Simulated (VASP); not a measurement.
# Tl (P6_3/mmc) in VASP: a series of runs, part 2 of 4

VASP 6.6.1. Earlier steps stand in the parts before.

**3. Single point, PBEsol (27.43 Å³/atom)**

This run uses another cell than the first one, of 27.43 Å³/atom.

Input file INCAR:

```
PREC = Accurate ; ENCUT = 520
EDIFF = 1E-7 ; ISMEAR = -1
SIGMA = 0.05 ; LREAL = False
LASPH = True ; NELM = 80
ALGO = Normal ; ISIF = 2
LWAVE = False ; LCHARG = False
GGA = PS ; NBANDS = 20
```

Input file KPOINTS:

```
Automatic mesh
0
Gamma
  9 9 5
```

Input file POSCAR:

```
Tl
1.0
    3.4092915716      0.0000000000      0.0000000000
   -1.7046457858      2.9525331099      0.0000000000
    0.0000000000      0.0000000000      5.4503286843
Tl
2
Direct
    0.6666666667      0.3333333333      0.7500000000
    0.3333333333      0.6666666667      0.2500000000
```

Potentials or basis: VASP PAW PBE potentials, release 64 (Tl_d).

On the command line:

```
cat potpaw_PBE.64/Tl_d/POTCAR > POTCAR
mpirun -np 1 vasp_std > vasp.out
```

OUTCAR:

```text
PREC = Accurate
   ENCUT = 520
   EDIFF = 1E-7
   ISMEAR = -1
   LREAL = False
   LASPH = True
   NELM = 80
   ISIF = 2
   GGA = PS

 ion  position               nearest neighbor table
   1  0.667  0.333  0.750-   2 3.36   2 3.36   2 3.36   2 3.36   2 3.36   2 3.36
   2  0.333  0.667  0.250-   1 3.36   1 3.36   1 3.36   1 3.36   1 3.36   1 3.36

  LATTYP: Found a hexagonal cell.
 ALAT       =     3.4092915716
 C/A-ratio  =     1.5986689815

  Lattice vectors:

 A1 = (   3.4092915716,   0.0000000000,   0.0000000000)
 A2 = (  -1.7046457858,   2.9525331099,   0.0000000000)
 A3 = (   0.0000000000,   0.0000000000,   5.4503286843)

Analysis of symmetry for initial positions (statically):
=====================================================================
 Subroutine PRICEL returns:
 Original cell was already a primitive cell.

 Routine SETGRP: Setting up the symmetry group for a
 hexagonal supercell.

 Subroutine GETGRP returns: Found 24 space group operations
 (whereof 12 operations were pure point group operations)
 out of a pool of 24 trial point group operations.

The static configuration has the point symmetry D_3d.
 The point group associated with its full space group is D_6h.

Analysis of symmetry for dynamics (positions and initial velocities):
=====================================================================
 Subroutine PRICEL returns:
 Original cell was already a primitive cell.

 Routine SETGRP: Setting up the symmetry group for a
 hexagonal supercell.

 Subroutine GETGRP returns: Found 24 space group operations
 (whereof 12 operations were pure point group operations)
 out of a pool of 24 trial point group operations.

The dynamic configuration has the point symmetry D_3d.
 The point group associated with its full space group is D_6h.

 Subroutine INISYM returns: Found 24 space group operations
 (whereof 12 operations are pure point group operations),
 and found     1 'primitive' translations

----------------------------------------------------------------------------------------

                                     Primitive cell

  volume of cell :      54.8633

  direct lattice vectors                    reciprocal lattice vectors
     3.409291572  0.000000000  0.000000000     0.293316068  0.169346111  0.000000000
    -1.704645786  2.952533110  0.000000000     0.000000000  0.338692222  0.000000000
     0.000000000  0.000000000  5.450328684     0.000000000  0.000000000  0.183475173

  length of vectors
     3.409291572  3.409291572  5.450328684     0.338692222  0.338692222  0.183475173

  position of ions in fractional coordinates (direct lattice)
     0.666666667  0.333333333  0.750000000
     0.333333333  0.666666667  0.250000000

  ion indices of the primitive-cell ions
   primitive index   ion index
                 1           1
                 2           2

----------------------------------------------------------------------------------------

 KPOINTS: Automatic mesh

Automatic generation of k-mesh.
 Grid dimensions read from file:
 generate k-points for:    9    9    5

 Generating k-lattice:

  Cartesian coordinates                     Fractional coordinates (reciprocal lattice)
     0.032590674  0.018816235  0.000000000     0.111111111  0.000000000  0.000000000
     0.000000000  0.037632469  0.000000000     0.000000000  0.111111111  0.000000000
     0.000000000  0.000000000  0.036695035     0.000000000  0.000000000  0.200000000

  Length of vectors
     0.037632469  0.037632469  0.036695035

  Shift w.r.t. Gamma in fractional coordinates (k-lattice)
     0.000000000  0.000000000  0.000000000

 Subroutine IBZKPT returns following result:
 ===========================================

 Found     36 irreducible k-points:

 Following reciprocal coordinates:
            Coordinates               Weight
  0.000000  0.000000  0.000000      1.000000
  0.111111  0.000000  0.000000      6.000000
  0.222222  0.000000  0.000000      6.000000
  0.333333 -0.000000  0.000000      6.000000
  0.444444  0.000000  0.000000      6.000000
  0.111111  0.111111  0.000000      6.000000
[... 16 lines left out ...]
  0.333333  0.222222  0.200000     24.000000
  0.333333  0.333333  0.200000      4.000000
 [... further k-points ...]
   k-points           NKPTS =     36   k-points in BZ     NKDIM =     36   number of bands    NBANDS=     20
   number of dos      NEDOS =    301   number of ions     NIONS =      2
   total plane-waves  NPLWV =  32928
   dimension x,y,z NGX =    28 NGY =   28 NGZ =   42
   dimension x,y,z NGXF=    56 NGYF=   56 NGZF=   84
   ions per type =               2
   NGX,Y,Z   is equivalent  to a cutoff of  13.65, 13.65, 12.81 a.u.
   NGXF,Y,Z  is equivalent  to a cutoff of  27.31, 27.31, 25.62 a.u.
 SYSTEM =  unknown system
   PREC   = accura    normal or accurate (medium, high low for compatibility)
   ISTART =      0    job   : 0-new  1-cont  2-samecut
   ICHARG =      2    charge: 1-file 2-atom 10-const
   ISPIN  =      1    spin polarized calculation?
   LNONCOLLINEAR =      F non collinear calculations
   LSORBIT =      F    spin-orbit coupling
   LASPH  =      T    aspherical Exc in radial PAW
   ENCUT  =  520.0 eV  38.22 Ry    6.18 a.u.   6.34  6.34 10.13*2*pi/ulx,y,z
   NELM   =     80;   NELMIN=  2; NELMDL= -5     # of ELM steps
   EDIFF  = 0.1E-06   stopping-criterion for ELM
   LREAL  =      F    real-space projection
   EDIFFG = 0.1E-05   stopping-criterion for IOM
   NSW    =      0    number of steps for IOM
   IBRION =     -1    ionic relax: 0-MD 1-quasi-New 2-CG
   NFREE  =      0    steps in history (QN), initial steepest desc. (CG)
   ISIF   =      2    stress and relaxation
   ISYM   =      2    0-nonsym 1-usesym 2-fastsym
   POTIM  = 0.5000    time-step for ionic-motion
   TEBEG  =    0.0;   TEEND  =   0.0 temperature during run
   PSTRESS=    0.0 pullay stress
   NELECT =      26.0000    total number of electrons
   NUPDOWN=      -1.0000    fix difference up-down
   EMIN   =  10.00;   EMAX   =-10.00  energy-range for DOS
   EFERMI =   0.00;   METHOD = LEGACY
   ISMEAR =    -1;   SIGMA  =   0.05  broadening in eV -4-tet -1-fermi 0-gaus
   EFERMI_NEDOS =   21; number of points for ismear=-14 and -15
   IALGO  =     38    algorithm
   IMIX   =      4    mixing-type and parameters
     AMIX     =   0.40;   BMIX     =  1.00
     AMIX_MAG =   1.60;   BMIX_MAG =  1.00
  volume/ion in A,a.u.               =      27.43       185.12
  Fermi-wavevector in a.u.,A,eV,Ry     =   1.276357  2.411964 22.165068  1.629087
  Thomas-Fermi vector in A             =   2.409017
   LORBIT       =      0    0 simple, 1 ext, 2 COOP (PROOUT), +10 PAW based schemes
   GGA     = PS    functional components
   LHFCALC =     F    Hartree Fock is set to
   AEXX    =    0.0000 exact exchange contribution
   IVDW    =     0    specifies the selected vdW correction
   LEPSILON=     F    determine dielectric tensor
   LRPA    =     F    only Hartree local field effects (RPA)
 non-spin polarized calculation
  energy-cutoff  :      520.00
  volume of cell :       54.86
 maximum number of plane-waves:      1496
 NGX is ok and might be reduce to    28
   NGX = 13   NGY = 13   NGZ = 21

 number of electron      25.9999997 magnetization

 Free energy of the ion-electron system (eV)
  ---------------------------------------------------
  ext. energy  EPLUGINS =         0.00000000
  ---------------------------------------------------
  free energy    TOTEN  =        -5.22885172 eV

  energy without entropy =       -5.21396747  energy(sigma->0) =       -5.22140960

 E-fermi :   6.8059     XC(G=0): -10.5755

 val. band max:        6.8042647787   @ k =   0.2222   0.2222   0.4000
 cond. band min:       6.8454959332   @ k =   0.2222   0.1111   0.2000
 fundamental gap:      0.0412311545
 Fermi energy:         6.8058775615

 k-point     1 :       0.0000    0.0000    0.0000
  band No.  band energies     occupation
      1      -5.0143      2.00000
      2      -4.7361      2.00000
      3      -4.7157      2.00000
      4      -4.7157      2.00000
      5      -4.6546      2.00000
      6      -4.6546      2.00000
[... 12 lines left out ...]
     19      17.8715      0.00000
     20      18.0893      0.00000

 k-point     2 :       0.1111    0.0000    0.0000
  band No.  band energies     occupation
      1      -4.9706      2.00000
      2      -4.7830      2.00000
      3      -4.6694      2.00000
      4      -4.6576      2.00000
      5      -4.6457      2.00000
      6      -4.6181      2.00000
[... 498 lines left out ...]
 k-point    24 :       0.3333    0.3333    0.2000
  band No.  band energies     occupation
      1      -4.9567      2.00000
      2      -4.8306      2.00000
      3      -4.8306      2.00000
      4      -4.5849      2.00000
      5      -4.5840      2.00000
      6      -4.5840      2.00000
[... 12 lines left out ...]
     19      14.4980      0.00000
     20      22.0892      0.00000

 [... further k-points ...]
[... 5 lines left out ...]
  --------------------------------------------------------------------------------------
  -------------------------------------------------------------------------------------
  Total        0.4449567      0.4449567      0.9976022      0.0000000      0.0000000      0.0000000
  in kB       12.9941157     12.9941157     29.1330774      0.0000000      0.0000000      0.0000000
  external PRESSURE =      18.3737696 kB  Pullay stress =       0.0000000 kB

 VOLUME and BASIS-vectors are now :
 -----------------------------------------------------------------------------
  energy-cutoff  :      520.00
  volume of cell :       54.86
      direct lattice vectors                 reciprocal lattice vectors
     3.409291572  0.000000000  0.000000000     0.293316068  0.169346111  0.000000000
    -1.704645786  2.952533110  0.000000000     0.000000000  0.338692222  0.000000000
     0.000000000  0.000000000  5.450328684     0.000000000  0.000000000  0.183475173

 POSITION                                       TOTAL-FORCE (eV/Angst)
 -----------------------------------------------------------------------------------
      1.70465      0.98418      4.08775         0.000000     -0.000000      0.000000
     -0.00000      1.96836      1.36258        -0.000000      0.000000      0.000000
 -----------------------------------------------------------------------------------
    total drift:                               -0.000000      0.000000      0.000000

  FREE ENERGIE OF THE ION-ELECTRON SYSTEM (eV)
  ---------------------------------------------------
  free  energy   TOTEN  =        -5.2288517227 eV

  energy  without entropy=       -5.2139674728  energy(sigma->0) =       -5.22140960
```

Run time: 25 s. Hardware: 1 thread of Intel Xeon Platinum 8259CL at 2.50GHz (Skylake/Cascade Lake), shared host; peak memory 0.18 GiB.

What came out:

```yaml
Free_energy: -5.2289 eV
Pressure: 1.8 GPa
Band_gap_on_the_k_mesh: zero (bands 13 and 14 overlap by 3.89 eV)
```

Caveat: the PAW data sets were made with another functional, which shifts forces and pressure a little; spin-orbit coupling is left out, which moves the levels of the heavy elements.

[end of part 2 of 4]

The gap in the log of VASP goes by the Fermi energy; the results here count the filled bands.